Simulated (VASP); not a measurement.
# ScAl (Pm-3m) in VASP: single point with PBEsol+D3(BJ)

Aim: the single point of ScAl with PBEsol+D3(BJ).

All numbers are computed with VASP 6.6.1; they aren't measurements. Logs are shortened: lines on timing, memory, paths and dates and some standing lists are left out, and cuts for length are marked.

## Step 1: The cell of the first run

Symmetry: Pm-3m, No. 221, cubic system. The conventional cell has a = 3.370 Å, b = 3.370 Å, c = 3.370 Å, α = 90.00°, β = 90.00°, γ = 90.00°. Sc (site symmetry m-3m) has 8 Al at 2.92 Å and 6 Sc at 3.37 Å within 3.8 Å. Within 3.8 Å of Al (site symmetry m-3m) lie 8 Sc at 2.92 Å and 6 Al at 3.37 Å.

## Step 2: Single point, PBEsol+D3(BJ)

INCAR

```
PREC = Accurate
ENCUT = 520
EDIFF = 1E-6
ISMEAR = 1
SIGMA = 0.1
LREAL = F
LASPH = T
NELM = 60
ALGO = Normal
ISIF = 2
LWAVE = F
LCHARG = T
GGA = PS
IVDW = 12
LELF = T
LVHAR = T
NBANDS = 14
```

KPOINTS

```
Automatic mesh
0
Gamma
  7 7 7
```

POSCAR

```
ScAl
1.0
    3.3703490000      0.0000000000      0.0000000000
    0.0000000000      3.3703490000      0.0000000000
    0.0000000000      0.0000000000      3.3703490000
Sc Al
1 1
Direct
    0.5000000000      0.5000000000      0.5000000000
    0.0000000000      0.0000000000      0.0000000000
```

Potentials or basis: VASP PAW PBE potentials, release 64 (Sc_sv, Al).

Run with:

```bash
$ cat potpaw_PBE.64/Sc_sv/POTCAR potpaw_PBE.64/Al/POTCAR > POTCAR
$ mpirun -np 1 vasp_std > vasp.out
```

OUTCAR:

```text
PREC = Accurate
   ENCUT = 520
   EDIFF = 1E-6
   ISMEAR = 1
   LREAL = F
   LASPH = T
   NELM = 60
   ISIF = 2
   GGA = PS
   IVDW = 12
 IVDW          = 12

 ion  position               nearest neighbor table
   1  0.500  0.500  0.500-   2 2.92   2 2.92   2 2.92   2 2.92   2 2.92   2 2.92   2 2.92   2 2.92

   2  0.000  0.000  0.000-   1 2.92   1 2.92   1 2.92   1 2.92   1 2.92   1 2.92   1 2.92   1 2.92

  LATTYP: Found a simple cubic cell.
 ALAT       =     3.3703490000

  Lattice vectors:

 A1 = (   3.3703490000,   0.0000000000,   0.0000000000)
 A2 = (   0.0000000000,   3.3703490000,   0.0000000000)
 A3 = (   0.0000000000,   0.0000000000,   3.3703490000)

Analysis of symmetry for initial positions (statically):
=====================================================================
 Subroutine PRICEL returns:
 Original cell was already a primitive cell.

 Routine SETGRP: Setting up the symmetry group for a
 simple cubic supercell.

 Subroutine GETGRP returns: Found 48 space group operations
 (whereof 48 operations were pure point group operations)
 out of a pool of 48 trial point group operations.

The static configuration has the point symmetry O_h .

Analysis of symmetry for dynamics (positions and initial velocities):
=====================================================================
 Subroutine PRICEL returns:
 Original cell was already a primitive cell.

 Routine SETGRP: Setting up the symmetry group for a
 simple cubic supercell.

 Subroutine GETGRP returns: Found 48 space group operations
 (whereof 48 operations were pure point group operations)
 out of a pool of 48 trial point group operations.

The dynamic configuration has the point symmetry O_h .

 Subroutine INISYM returns: Found 48 space group operations
 (whereof 48 operations are pure point group operations),
 and found     1 'primitive' translations

----------------------------------------------------------------------------------------

                                     Primitive cell

  volume of cell :      38.2846

  direct lattice vectors                    reciprocal lattice vectors
     3.370349000  0.000000000  0.000000000     0.296705178  0.000000000  0.000000000
     0.000000000  3.370349000  0.000000000     0.000000000  0.296705178  0.000000000
     0.000000000  0.000000000  3.370349000     0.000000000  0.000000000  0.296705178

  length of vectors
     3.370349000  3.370349000  3.370349000     0.296705178  0.296705178  0.296705178

  position of ions in fractional coordinates (direct lattice)
     0.500000000  0.500000000  0.500000000
     0.000000000  0.000000000  0.000000000

  ion indices of the primitive-cell ions
   primitive index   ion index
                 1           1
                 2           2

----------------------------------------------------------------------------------------

 KPOINTS: Automatic mesh

Automatic generation of k-mesh.
 Grid dimensions read from file:
 generate k-points for:    7    7    7

 Generating k-lattice:

  Cartesian coordinates                     Fractional coordinates (reciprocal lattice)
     0.042386454  0.000000000  0.000000000     0.142857143  0.000000000  0.000000000
     0.000000000  0.042386454  0.000000000     0.000000000  0.142857143  0.000000000
     0.000000000  0.000000000  0.042386454     0.000000000  0.000000000  0.142857143

  Length of vectors
     0.042386454  0.042386454  0.042386454

  Shift w.r.t. Gamma in fractional coordinates (k-lattice)
     0.000000000  0.000000000  0.000000000

 Subroutine IBZKPT returns following result:
 ===========================================

 Found     20 irreducible k-points:

 Following reciprocal coordinates:
            Coordinates               Weight
  0.000000  0.000000  0.000000      1.000000
  0.142857  0.000000  0.000000      6.000000
  0.285714  0.000000  0.000000      6.000000
  0.428571  0.000000  0.000000      6.000000
  0.142857  0.142857  0.000000     12.000000
  0.285714  0.142857  0.000000     24.000000
[... 12 lines left out ...]
  0.428571  0.428571  0.285714     24.000000
  0.428571  0.428571  0.428571      8.000000
   k-points           NKPTS =     20   k-points in BZ     NKDIM =     20   number of bands    NBANDS=     14
   number of dos      NEDOS =    301   number of ions     NIONS =      2
   total plane-waves  NPLWV =  21952
   dimension x,y,z NGX =    28 NGY =   28 NGZ =   28
   dimension x,y,z NGXF=    56 NGYF=   56 NGZF=   56
   ions per type =               1   1
   NGX,Y,Z   is equivalent  to a cutoff of  13.81, 13.81, 13.81 a.u.
   NGXF,Y,Z  is equivalent  to a cutoff of  27.62, 27.62, 27.62 a.u.
 SYSTEM =  unknown system
   PREC   = accura    normal or accurate (medium, high low for compatibility)
   ISTART =      0    job   : 0-new  1-cont  2-samecut
   ICHARG =      2    charge: 1-file 2-atom 10-const
   ISPIN  =      1    spin polarized calculation?
   LNONCOLLINEAR =      F non collinear calculations
   LSORBIT =      F    spin-orbit coupling
   LASPH  =      T    aspherical Exc in radial PAW
   ENCUT  =  520.0 eV  38.22 Ry    6.18 a.u.   6.27  6.27  6.27*2*pi/ulx,y,z
   NELM   =     60;   NELMIN=  2; NELMDL= -5     # of ELM steps
   EDIFF  = 0.1E-05   stopping-criterion for ELM
   LREAL  =      F    real-space projection
   EDIFFG = 0.1E-04   stopping-criterion for IOM
   NSW    =      0    number of steps for IOM
   IBRION =     -1    ionic relax: 0-MD 1-quasi-New 2-CG
   NFREE  =      0    steps in history (QN), initial steepest desc. (CG)
   ISIF   =      2    stress and relaxation
   ISYM   =      2    0-nonsym 1-usesym 2-fastsym
   POTIM  = 0.5000    time-step for ionic-motion
   TEBEG  =    0.0;   TEEND  =   0.0 temperature during run
   PSTRESS=    0.0 pullay stress
   NELECT =      14.0000    total number of electrons
   NUPDOWN=      -1.0000    fix difference up-down
   EMIN   =  10.00;   EMAX   =-10.00  energy-range for DOS
   EFERMI =   0.00;   METHOD = LEGACY
   ISMEAR =     1;   SIGMA  =   0.10  broadening in eV -4-tet -1-fermi 0-gaus
   EFERMI_NEDOS =   21; number of points for ismear=-14 and -15
   IALGO  =     38    algorithm
   IMIX   =      4    mixing-type and parameters
     AMIX     =   0.40;   BMIX     =  1.00
     AMIX_MAG =   1.60;   BMIX_MAG =  1.00
  volume/ion in A,a.u.               =      19.14       129.18
  Fermi-wavevector in a.u.,A,eV,Ry     =   1.170692  2.212287 18.647052  1.370520
  Thomas-Fermi vector in A             =   2.307147
   LORBIT       =      0    0 simple, 1 ext, 2 COOP (PROOUT), +10 PAW based schemes
   GGA     = PS    functional components
   LHFCALC =     F    Hartree Fock is set to
   AEXX    =    0.0000 exact exchange contribution
   IVDW    =    12    specifies the selected vdW correction
   LEPSILON=     F    determine dielectric tensor
   LRPA    =     F    only Hartree local field effects (RPA)
 non-spin polarized calculation
 Methfessel and Paxton  Order N= 1 SIGMA  =   0.10
  energy-cutoff  :      520.00
  volume of cell :       38.28
 maximum number of plane-waves:      1042
 NGX is ok and might be reduce to    28
   NGX = 13   NGY = 13   NGZ = 13

 number of electron      14.0000002 magnetization

 Free energy of the ion-electron system (eV)
  ---------------------------------------------------
  ext. energy  EPLUGINS =         0.00000000
  ---------------------------------------------------
  free energy    TOTEN  =       -11.60973613 eV

  energy without entropy =      -11.60885064  energy(sigma->0) =      -11.60944096

 E-fermi :   5.9391     XC(G=0): -10.4080

 val. band max:        5.9129305377   @ k =   0.4286   0.4286   0.1429
 cond. band min:       6.0115538273   @ k =   0.4286   0.1429   0.0000
 fundamental gap:      0.0986232896
 Fermi energy:         5.9390525190

 k-point     1 :       0.0000    0.0000    0.0000
  band No.  band energies     occupation
      1     -43.2473      2.00000
      2     -21.9228      2.00000
      3     -21.9228      2.00000
      4     -21.9228      2.00000
      5      -2.4924      2.00000
      6       5.3013      2.00000
      7       5.3013      2.00000
      8       8.6869      0.00000
      9       8.6869      0.00000
     10       8.6869      0.00000
     11       9.7017      0.00000
     12       9.7017      0.00000
     13       9.7017      0.00000
     14      14.5903      0.00000

 k-point     2 :       0.1429    0.0000    0.0000
  band No.  band energies     occupation
      1     -43.2444      2.00000
      2     -21.9576      2.00000
      3     -21.9198      2.00000
      4     -21.9198      2.00000
      5      -2.2017      2.00000
      6       4.9625      2.00000
      7       5.4465      2.00000
      8       7.9913      0.00000
      9       7.9913      0.00000
     10       8.7288      0.00000
     11       9.1032      0.00000
     12      10.5959      0.00000
     13      10.5959      0.00000
     14      14.0969      0.00000

 k-point     3 :       0.2857    0.0000    0.0000
  band No.  band energies     occupation
      1     -43.2381      2.00000
      2     -22.0350      2.00000
      3     -21.9128      2.00000
      4     -21.9128      2.00000
      5      -1.3656      2.00000
      6       3.6462      2.00000
      7       5.8175      2.07089
      8       7.2260     -0.00000
      9       7.2260     -0.00000
     10       8.8256      0.00000
     11       9.0648      0.00000
     12      12.0054      0.00000
     13      12.0054      0.00000
     14      13.0119      0.00000
[... 256 lines left out ...]
 k-point    19 :       0.4286    0.4286    0.2857
  band No.  band energies     occupation
      1     -43.2105      2.00000
      2     -22.0570      2.00000
      3     -22.0560      2.00000
      4     -21.9932      2.00000
      5       1.9293      2.00000
      6       3.7554      2.00000
      7       3.7604      2.00000
      8       6.7433     -0.00000
      9       7.6460     -0.00000
     10       8.0409      0.00000
     11       8.2606      0.00000
     12       9.9577      0.00000
     13      11.1432      0.00000
     14      12.7035      0.00000

 k-point    20 :       0.4286    0.4286    0.4286
  band No.  band energies     occupation
      1     -43.2056      2.00000
      2     -22.0494      2.00000
      3     -22.0482      2.00000
      4     -22.0482      2.00000
      5       2.7375      2.00000
      6       3.5588      2.00000
      7       3.5588      2.00000
      8       6.3864     -0.00000
      9       8.1292      0.00000
     10       8.3179      0.00000
     11       8.3179      0.00000
     12      10.2842      0.00000
     13      10.2842      0.00000
     14      12.8897      0.00000

------------------------ aborting loop because EDIFF is reached ----------------------------------------

 Edisp (eV)   -0.76985

 E8    (eV) :    -0.5354

  FORCE on cell =-STRESS in cart. coord.  units (eV):
  Direction    XX          YY          ZZ          XY          YZ          ZX
  --------------------------------------------------------------------------------------
  -------------------------------------------------------------------------------------
  Total      -1.18906    -1.18906    -1.18906     0.00000     0.00000     0.00000
  in kB     -49.76125   -49.76125   -49.76125     0.00000     0.00000     0.00000
  external pressure =      -49.76 kB  Pullay stress =        0.00 kB

 VOLUME and BASIS-vectors are now :
 -----------------------------------------------------------------------------
  energy-cutoff  :      520.00
  volume of cell :       38.28
      direct lattice vectors                 reciprocal lattice vectors
     3.370349000  0.000000000  0.000000000     0.296705178  0.000000000  0.000000000
     0.000000000  3.370349000  0.000000000     0.000000000  0.296705178  0.000000000
     0.000000000  0.000000000  3.370349000     0.000000000  0.000000000  0.296705178

 POSITION                                       TOTAL-FORCE (eV/Angst)
 -----------------------------------------------------------------------------------
      1.68517      1.68517      1.68517         0.000000      0.000000      0.000000
      0.00000      0.00000      0.00000         0.000000      0.000000      0.000000
 -----------------------------------------------------------------------------------
    total drift:                                0.000000      0.000000      0.000000

  FREE ENERGIE OF THE ION-ELECTRON SYSTEM (eV)
  ---------------------------------------------------
  free  energy   TOTEN  =       -12.3795841696 eV

  energy  without entropy=      -12.3786986860  energy(sigma->0) =      -12.37928901
```

It took 7 s on 1 thread of Intel Xeon Platinum 8559C (Emerald Rapids), shared host; peak memory 0.17 GiB.

Results:

* Free energy: -12.3796 eV
* Pressure: -5.0 GPa
* Band gap on the k mesh: zero (band 7 reaches 6.18 eV, above the bottom of band 8 at 5.70 eV)
* Dispersion energy per atom: -0.385 eV

Levels at points of the mesh, in eV from the Fermi level:
```csv
k point,band 5,band 6,band 7,band 8,band 9,band 10
"(0.00, 0.00, 0.00)",-8.43,-0.64,-0.64,2.75,2.75,2.75
```

Caveat: the PAW data sets were made with another functional, which shifts forces and pressure a little; pairwise dispersion overbinds metals, which lowers pressure and volume.
